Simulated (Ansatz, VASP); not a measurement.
**Two plane-wave programs on WSe2**

```
Se W
1.0
     3.28500    0.00000    0.00000
    -1.64250    2.84489    0.00000
     0.00000    0.00000   32.73738
Se W
2 1
Direct
  0.33333 0.66667 0.44943
  0.33333 0.66667 0.55057
  0.66667 0.33333 0.50000
```

Alike in both runs: task single point; functional PBE; dispersion D3(BJ); k mesh 9 × 9 × 1; occupations gaussian, width 0.02 eV; no spin polarisation.

|  | VASP | Ansatz |
| --- | --- | --- |
| version | VASP 6.6.1 | Ansatz 0.2.0 |
| potentials or method | VASP PAW PBE potentials, release 64 (Se, W_sv), cutoff 520 eV | scalar-relativistic, plane waves, PAW |
| valence electrons in the cell | 26 | 46 |

|  | VASP | Ansatz | Ansatz less VASP |
| --- | --- | --- | --- |
| gap on the k mesh at the Fermi level (eV) | 1.61 | 1.61 | +0.004 |
| least direct gap on the mesh (eV) | 1.61 | 1.61 | +0.004 |
| rms of the force components (eV/Å) | 0.274 | 0.250 | -0.0246 |

VASP's potentials hold 26 valence electrons a cell and Ansatz's 46, so a difference there can come from the potentials and not from the codes.

Spin-orbit coupling is off throughout.
